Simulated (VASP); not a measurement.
# TeOs in VASP: notebook

Runs on TeOs. Level: PBE. Tasks: single point.

Program: VASP 6.6.1. These are calculated values, not measurements. Logs are shortened: lines on timing, memory, paths and dates and some standing lists are left out, and cuts for length are marked.

### 1 The cell of the first run

It takes space group I4mm (No. 107, tetragonal). The conventional cell has a = 3.865 Å, b = 3.865 Å, c = 5.466 Å, α = 90.00°, β = 90.00°, γ = 90.00°. Os (site symmetry 4mm) has 6 Te at 2.61 to 2.85 Å within 3.4 Å. Te (site symmetry 4mm) has 6 Os at 2.61 to 2.85 Å within 3.4 Å.

### 2 Single point, PBE, collinear spin (atom 2 (Te) moved 0.12 Å along y)

The input, INCAR:

```
ALGO = Normal
EDIFF = 1E-6
ENCUT = 520
GGA = PE
ISIF = 2
ISMEAR = 0
ISPIN = 2
LASPH = True
LCHARG = False
LMAXMIX = 4
LORBIT = 11
LREAL = False
LWAVE = False
MAGMOM = 0.05 0
NBANDS = 18
NELM = 150
PREC = Accurate
SIGMA = 0.05
```

The input, KPOINTS:

```
k-points
0
Gamma
  10 10 10
```

The input, POSCAR:

```
TeOs
1.0
    0.0000000000      2.7330707412      2.7330707412
    2.7330707412      0.0000000000      2.7330707412
    2.7330707412      2.7330707412      0.0000000000
Os Te
1 1
Direct
    0.5000000000      0.5000000000      0.5000000000
    0.0219533286     -0.0219533286      0.0219533286
```

Potentials or basis: VASP PAW PBE potentials, release 64 (Os, Te).

Launch:

```console
cat potpaw_PBE.64/Os/POTCAR potpaw_PBE.64/Te/POTCAR > POTCAR
mpirun -np 1 vasp_std > vasp.out
```

OUTCAR:

```text
EDIFF = 1E-6
   ENCUT = 520
   GGA = PE
   ISIF = 2
   ISMEAR = 0
   ISPIN = 2
   LASPH = True
   LORBIT = 11
   LREAL = False
   NELM = 150
   PREC = Accurate

 ion  position               nearest neighbor table
   1  0.500  0.500  0.500-   2 2.61   2 2.74   2 2.74   2 2.74   2 2.74   2 2.85
   2  0.022  0.978  0.022-   1 2.61   1 2.74   1 2.74   1 2.74   1 2.74   1 2.85

  LATTYP: Found a face centered cubic cell.
 ALAT       =     5.4661414824

  Lattice vectors:

 A1 = (   0.0000000000,   2.7330707412,   2.7330707412)
 A2 = (   2.7330707412,   0.0000000000,   2.7330707412)
 A3 = (   2.7330707412,   2.7330707412,   0.0000000000)

Analysis of symmetry for initial positions (statically):
=====================================================================
 Subroutine PRICEL returns:
 Original cell was already a primitive cell.

 Routine SETGRP: Setting up the symmetry group for a
 face centered cubic supercell.

 Subroutine GETGRP returns: Found  8 space group operations
 (whereof  8 operations were pure point group operations)
 out of a pool of 48 trial point group operations.

The static configuration has the point symmetry C_4v.

Analysis of symmetry for dynamics (positions and initial velocities):
=====================================================================
 Subroutine PRICEL returns:
 Original cell was already a primitive cell.

 Routine SETGRP: Setting up the symmetry group for a
 face centered cubic supercell.

 Subroutine GETGRP returns: Found  8 space group operations
 (whereof  8 operations were pure point group operations)
 out of a pool of 48 trial point group operations.

The dynamic configuration has the point symmetry C_4v.

Analysis of structural, dynamic, and magnetic symmetry:
=====================================================================
 Subroutine PRICEL returns:
 Original cell was already a primitive cell.

 Routine SETGRP: Setting up the symmetry group for a
 face centered cubic supercell.

 Subroutine GETGRP returns: Found  8 space group operations
 (whereof  8 operations were pure point group operations)
 out of a pool of 48 trial point group operations.

The overall configuration has the point symmetry C_4v.

 Subroutine INISYM returns: Found  8 space group operations
 (whereof  8 operations are pure point group operations),
 and found     1 'primitive' translations

----------------------------------------------------------------------------------------

                                     Primitive cell

  volume of cell :      40.8303

  direct lattice vectors                    reciprocal lattice vectors
     0.000000000  2.733070741  2.733070741    -0.182944405  0.182944405  0.182944405
     2.733070741  0.000000000  2.733070741     0.182944405 -0.182944405  0.182944405
     2.733070741  2.733070741  0.000000000     0.182944405  0.182944405 -0.182944405

  length of vectors
     3.865145709  3.865145709  3.865145709     0.316869004  0.316869004  0.316869004

  position of ions in fractional coordinates (direct lattice)
     0.500000000  0.500000000  0.500000000
     0.021953329  0.978046671  0.021953329

  ion indices of the primitive-cell ions
   primitive index   ion index
                 1           1
                 2           2

----------------------------------------------------------------------------------------

 KPOINTS: k-points

Automatic generation of k-mesh.
 Grid dimensions read from file:
 generate k-points for:   10   10   10

 Generating k-lattice:

  Cartesian coordinates                     Fractional coordinates (reciprocal lattice)
    -0.018294440  0.018294440  0.018294440     0.100000000  0.000000000  0.000000000
     0.018294440 -0.018294440  0.018294440     0.000000000  0.100000000  0.000000000
     0.018294440  0.018294440 -0.018294440     0.000000000  0.000000000  0.100000000

  Length of vectors
     0.031686900  0.031686900  0.031686900

  Shift w.r.t. Gamma in fractional coordinates (k-lattice)
     0.000000000  0.000000000  0.000000000

 Subroutine IBZKPT returns following result:
 ===========================================

 Found    102 irreducible k-points:

 Following reciprocal coordinates:
            Coordinates               Weight
  0.000000  0.000000  0.000000      1.000000
  0.100000  0.000000  0.000000      8.000000
  0.200000  0.000000  0.000000      8.000000
  0.300000  0.000000  0.000000      8.000000
  0.400000  0.000000  0.000000      8.000000
  0.500000  0.000000  0.000000      4.000000
[... 16 lines left out ...]
 -0.100000  0.100000  0.000000      8.000000
  0.100000  0.000000 -0.100000      4.000000
 [... further k-points ...]
   k-points           NKPTS =    102   k-points in BZ     NKDIM =    102   number of bands    NBANDS=     18
   number of dos      NEDOS =    301   number of ions     NIONS =      2
   total plane-waves  NPLWV =  27000
   dimension x,y,z NGX =    30 NGY =   30 NGZ =   30
   dimension x,y,z NGXF=    60 NGYF=   60 NGZF=   60
   ions per type =               1   1
   NGX,Y,Z   is equivalent  to a cutoff of  12.90, 12.90, 12.90 a.u.
   NGXF,Y,Z  is equivalent  to a cutoff of  25.81, 25.81, 25.81 a.u.
 SYSTEM =  unknown system
   PREC   = accura    normal or accurate (medium, high low for compatibility)
   ISTART =      0    job   : 0-new  1-cont  2-samecut
   ICHARG =      2    charge: 1-file 2-atom 10-const
   ISPIN  =      2    spin polarized calculation?
   LNONCOLLINEAR =      F non collinear calculations
   LSORBIT =      F    spin-orbit coupling
   LASPH  =      T    aspherical Exc in radial PAW
   ENCUT  =  520.0 eV  38.22 Ry    6.18 a.u.   7.19  7.19  7.19*2*pi/ulx,y,z
   NELM   =    150;   NELMIN=  2; NELMDL= -5     # of ELM steps
   EDIFF  = 0.1E-05   stopping-criterion for ELM
   LREAL  =      F    real-space projection
   EDIFFG = 0.1E-04   stopping-criterion for IOM
   NSW    =      0    number of steps for IOM
   IBRION =     -1    ionic relax: 0-MD 1-quasi-New 2-CG
   NFREE  =      0    steps in history (QN), initial steepest desc. (CG)
   ISIF   =      2    stress and relaxation
   ISYM   =      2    0-nonsym 1-usesym 2-fastsym
   POTIM  = 0.5000    time-step for ionic-motion
   TEBEG  =    0.0;   TEEND  =   0.0 temperature during run
   PSTRESS=    0.0 pullay stress
   NELECT =      14.0000    total number of electrons
   NUPDOWN=      -1.0000    fix difference up-down
   EMIN   =  10.00;   EMAX   =-10.00  energy-range for DOS
   EFERMI =   0.00;   METHOD = LEGACY
   ISMEAR =     0;   SIGMA  =   0.05  broadening in eV -4-tet -1-fermi 0-gaus
   EFERMI_NEDOS =   21; number of points for ismear=-14 and -15
   IALGO  =     38    algorithm
   IMIX   =      4    mixing-type and parameters
     AMIX     =   0.40;   BMIX     =  1.00
     AMIX_MAG =   1.60;   BMIX_MAG =  1.00
  volume/ion in A,a.u.               =      20.42       137.77
  Fermi-wavevector in a.u.,A,eV,Ry     =   1.145838  2.165320 17.863704  1.312945
  Thomas-Fermi vector in A             =   2.282525
   LORBIT       =     11    0 simple, 1 ext, 2 COOP (PROOUT), +10 PAW based schemes
   GGA     = PE    functional components
   LHFCALC =     F    Hartree Fock is set to
   AEXX    =    0.0000 exact exchange contribution
   IVDW    =     0    specifies the selected vdW correction
   LEPSILON=     F    determine dielectric tensor
   LRPA    =     F    only Hartree local field effects (RPA)
 spin polarized calculation
 Gauss-broadening in eV      SIGMA  =   0.05
  energy-cutoff  :      520.00
  volume of cell :       40.83
 maximum number of plane-waves:      1113
 NGX is ok and might be reduce to    30
   NGX = 15   NGY = 15   NGZ = 15

 number of electron      13.9999999 magnetization      -0.0002465

 number of electron      13.9999999 magnetization       0.0000463

 Free energy of the ion-electron system (eV)
  ---------------------------------------------------
  ext. energy  EPLUGINS =         0.00000000
  ---------------------------------------------------
  free energy    TOTEN  =       -12.28662021 eV

  energy without entropy =      -12.28417698  energy(sigma->0) =      -12.28539860

 E-fermi :   8.6624     XC(G=0): -11.6028

 val. band max:        8.6605792228   @ k =  -0.3000   0.4000   0.1000
 cond. band min:       8.6745035624   @ k =   0.2000   0.0000   0.3000
 fundamental gap:      0.0139243396
 Fermi energy:         8.6624025608

 spin component 1

 k-point     1 :       0.0000    0.0000    0.0000
  band No.  band energies     occupation
      1      -5.3763      1.00000
      2       6.5843      1.00000
      3       6.5843      1.00000
      4       6.6230      1.00000
      5       6.7402      1.00000
      6       6.9193      1.00000
[... 10 lines left out ...]
     17      20.2848      0.00000
     18      24.1949      0.00000

 k-point     2 :       0.1000    0.0000    0.0000
  band No.  band energies     occupation
      1      -5.2381      1.00000
      2       5.8202      1.00000
      3       6.1196      1.00000
      4       6.2919      1.00000
      5       6.8333      1.00000
      6       6.8477      1.00000
[... 10 lines left out ...]
     17      21.3823      0.00000
     18      24.7757      0.00000

 k-point     3 :       0.2000    0.0000    0.0000
  band No.  band energies     occupation
      1      -4.8381      1.00000
      2       4.4918      1.00000
      3       5.2743      1.00000
      4       5.3212      1.00000
      5       7.1028      1.00000
      6       7.1086      1.00000
[... 10 lines left out ...]
     17      22.5979      0.00000
     18      26.0566      0.00000

 k-point     4 :       0.3000    0.0000    0.0000
  band No.  band energies     occupation
      1      -4.2334      1.00000
      2       2.9442      1.00000
      3       4.6026      1.00000
      4       4.6072      1.00000
      5       7.4861      1.00000
      6       7.4931      1.00000
[... 375 lines left out ...]
      4       5.1890      1.00000
      5       7.1180      1.00000
      6       7.3621      1.00000
[... 10 lines left out ...]
     17      23.5149      0.00000
     18      25.2815      0.00000

 k-point    23 :      -0.1000    0.1000    0.0000
  band No.  band energies     occupation
      1      -5.0150      1.00000
      2       5.0112      1.00000
      3       5.4932      1.00000
      4       5.8161      1.00000
      5       6.8766      1.00000
      6       7.1076      1.00000
[... 10 lines left out ...]
     17      22.7416      0.00000
     18      24.3026      0.00000

 k-point    24 :       0.1000    0.0000   -0.1000
  band No.  band energies     occupation
      1      -5.0158      1.00000
      2       5.0003      1.00000
      3       5.4509      1.00000
      4       5.9702      1.00000
      5       6.8683      1.00000
      6       7.0541      1.00000
[... 10 lines left out ...]
     17      22.7344      0.00000
     18      24.2681      0.00000

 [... further k-points ...]

 spin component 2

 k-point     1 :       0.0000    0.0000    0.0000
  band No.  band energies     occupation
      1      -5.3763      1.00000
      2       6.5843      1.00000
      3       6.5843      1.00000
      4       6.6230      1.00000
      5       6.7402      1.00000
      6       6.9193      1.00000
[... 10 lines left out ...]
     17      20.2848      0.00000
     18      24.2022      0.00000

 k-point     2 :       0.1000    0.0000    0.0000
  band No.  band energies     occupation
      1      -5.2381      1.00000
      2       5.8202      1.00000
      3       6.1196      1.00000
      4       6.2919      1.00000
      5       6.8333      1.00000
      6       6.8477      1.00000
[... 10 lines left out ...]
     17      21.3822      0.00000
     18      24.7730      0.00000

 k-point     3 :       0.2000    0.0000    0.0000
  band No.  band energies     occupation
      1      -4.8381      1.00000
      2       4.4918      1.00000
      3       5.2743      1.00000
      4       5.3212      1.00000
      5       7.1028      1.00000
      6       7.1086      1.00000
[... 10 lines left out ...]
     17      22.5979      0.00000
     18      26.0500      0.00000

 k-point     4 :       0.3000    0.0000    0.0000
  band No.  band energies     occupation
      1      -4.2334      1.00000
      2       2.9442      1.00000
      3       4.6026      1.00000
      4       4.6072      1.00000
      5       7.4861      1.00000
      6       7.4931      1.00000
[... 375 lines left out ...]
      4       5.1890      1.00000
      5       7.1180      1.00000
      6       7.3621      1.00000
[... 10 lines left out ...]
     17      23.5149      0.00000
     18      25.2815      0.00000

 k-point    23 :      -0.1000    0.1000    0.0000
  band No.  band energies     occupation
      1      -5.0150      1.00000
      2       5.0112      1.00000
      3       5.4932      1.00000
      4       5.8161      1.00000
      5       6.8766      1.00000
      6       7.1076      1.00000
[... 10 lines left out ...]
     17      22.7416      0.00000
     18      24.3025      0.00000

 k-point    24 :       0.1000    0.0000   -0.1000
  band No.  band energies     occupation
      1      -5.0158      1.00000
      2       5.0003      1.00000
      3       5.4509      1.00000
      4       5.9702      1.00000
      5       6.8683      1.00000
      6       7.0541      1.00000
[... 10 lines left out ...]
     17      22.7344      0.00000
     18      24.2681      0.00000

 [... further k-points ...]
[... 5 lines left out ...]
  --------------------------------------------------------------------------------------
  -------------------------------------------------------------------------------------
  Total       -0.0660904      0.7265928     -0.0660904     -0.0000000     -0.0000000      0.0000000
  in kB       -2.5933818     28.5114334     -2.5933818     -0.0000000     -0.0000000      0.0000000
  external PRESSURE =       7.7748899 kB  Pullay stress =       0.0000000 kB

 VOLUME and BASIS-vectors are now :
 -----------------------------------------------------------------------------
  energy-cutoff  :      520.00
  volume of cell :       40.83
      direct lattice vectors                 reciprocal lattice vectors
     0.000000000  2.733070741  2.733070741    -0.182944405  0.182944405  0.182944405
     2.733070741  0.000000000  2.733070741     0.182944405 -0.182944405  0.182944405
     2.733070741  2.733070741  0.000000000     0.182944405  0.182944405 -0.182944405

 POSITION                                       TOTAL-FORCE (eV/Angst)
 -----------------------------------------------------------------------------------
      2.73307      2.73307      2.73307         0.000000     -0.189145      0.000000
      2.73307      0.12000      2.73307         0.000000      0.189145      0.000000
 -----------------------------------------------------------------------------------
    total drift:                                0.000000      0.000183      0.000000

  FREE ENERGIE OF THE ION-ELECTRON SYSTEM (eV)
  ---------------------------------------------------
  free  energy   TOTEN  =       -12.2866202117 eV

  energy  without entropy=      -12.2841769797  energy(sigma->0) =      -12.28539860

 total charge

# of ion       s       p       d       tot
------------------------------------------
    1        0.608   0.343   6.216   7.167
    2        1.338   1.878   0.149   3.365
--------------------------------------------------
tot          1.946   2.221   6.365  10.532

 magnetization (x)

# of ion       s       p       d       tot
------------------------------------------
    1        0.000  -0.000   0.000   0.000
    2       -0.000   0.000   0.000   0.000
--------------------------------------------------
tot          0.000   0.000   0.000   0.000
```

Run time: 3.7 min. Hardware: 1 thread of Intel Xeon 8259CL, shared host; peak memory 0.28 GiB.

What came out:

| Quantity | Value |
| --- | --- |
| Free energy | -12.2866 eV |
| Pressure | 0.8 GPa |
| Largest force | 0.189 eV/Å |
| Band gap on the k mesh | zero (filled and empty bands overlap) |
| Net moment | 0.00 μB per cell |
| Valence electrons inside the program's atomic spheres | Os 7.17; Te 3.37 |

Forces on the atoms (eV/Å):
```
Os   0.000 -0.189  0.000
Te   0.000  0.189  0.000
```

Levels at points of the mesh, in eV from the Fermi level:
Spin up:
```csv
k point,band 3,band 4,band 5,band 6,band 7,band 8,band 9,band 10,band 11,band 12
"(0.00, 0.00, 0.00)",-2.08,-2.04,-1.92,-1.74,-0.37,-0.37,-0.22,3.65,7.68,11.12
"(0.50, 0.00, 0.00)",-4.63,-4.62,-0.65,-0.65,-0.33,3.20,4.85,4.97,5.75,5.82
"(0.50, 0.50, 0.00)",-3.43,-2.83,-2.42,-1.04,-0.41,-0.13,-0.10,1.98,8.67,12.28
"(0.50, 0.00, 0.50)",-3.13,-2.73,-2.73,-1.11,-0.47,-0.13,-0.13,2.00,8.70,12.37
```
Spin down:
```
           k point  band 4  band 5  band 6  band 7  band 8  band 9  band 10  band 11
(0.00, 0.00, 0.00)   -2.04   -1.92   -1.74   -0.37   -0.37   -0.22     3.65     7.68
(0.50, 0.00, 0.00)   -4.62   -0.65   -0.65   -0.33    3.20    4.85     4.97     5.75
(0.50, 0.50, 0.00)   -2.83   -2.42   -1.04   -0.41   -0.13   -0.10     1.98     8.67
(0.50, 0.00, 0.50)   -2.73   -2.73   -1.11   -0.47   -0.13   -0.13     2.00     8.70
```

Caveat: the cell differs from its parent crystal (atom 2 (Te) moved 0.12 Å along y); spin-orbit coupling is left out, which moves the levels of the heavy elements.

(Continued in part 2 of 2.)
